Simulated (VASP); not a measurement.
Input of a VASP 6.6.1 run:

File POSCAR:

```
AlN
1.0
    3.1065679352      0.0000000000      0.0000000000
   -1.5532839676      2.6903667505      0.0000000000
    0.0000000000      0.0000000000      4.9780667183
Al N
2 2
Direct
    0.3333333333      0.6666666667     -0.0530826143
    0.6666666667      0.3333333333      0.4469173857
    0.3333333333      0.6666666667      0.4350826143
    0.6666666667      0.3333333333      0.9350826143
```

Contents of INCAR.step1:

```
  PREC = Accurate
  ENCUT = 520
  ISMEAR = 0
  SIGMA = 0.01
  LREAL = False
  LASPH = True
  NELM = 60
  NBANDS = 16
  GGA = PE
  ALGO = Normal
  EDIFF = 1E-4
  LWAVE = True
  LCHARG = False
```

The input INCAR.step2:

```
  PREC = Accurate
  ENCUT = 520
  EDIFF = 1E-6
  ISMEAR = 0
  SIGMA = 0.01
  LREAL = False
  LASPH = True
  NELM = 60
  ALGO = Normal
  ISIF = 2
  LWAVE = False
  LCHARG = True
  METAGGA = R2SCAN
  LMIXTAU = True
  LELF = True
  LVHAR = True
  NBANDS = 16
  ISTART = 1
```

KPOINTS

```
regular mesh
0
Gamma
  9 9 6
```

Potentials or basis: VASP PAW PBE potentials, release 64 (Al, N).

Launch:

```bash
$ cat potpaw_PBE.64/Al/POTCAR potpaw_PBE.64/N/POTCAR > POTCAR
$ cp INCAR.step1 INCAR
$ mpirun -np 1 vasp_std > vasp.out
$ cp INCAR.step2 INCAR
$ mpirun -np 1 vasp_std > vasp.out
```

**Question.** What does it give for the pressure?

**Answer.** 8.4 GPa.

**Question.** Predict the band gap on the k mesh.

**Answer.** 3.36 eV, direct.

**Question.** Estimate the largest force.

**Answer.** 0.378 eV/Å.

Stress tensor (GPa, compression positive):
```
 18.52   0.00   0.00
  0.00  18.52   0.00
  0.00   0.00 -11.88
```

Caveat: the PAW data sets were made with another functional, which shifts forces and pressure a little. r2SCAN opens gaps a little over a GGA but as a rule still falls short of measured ones.
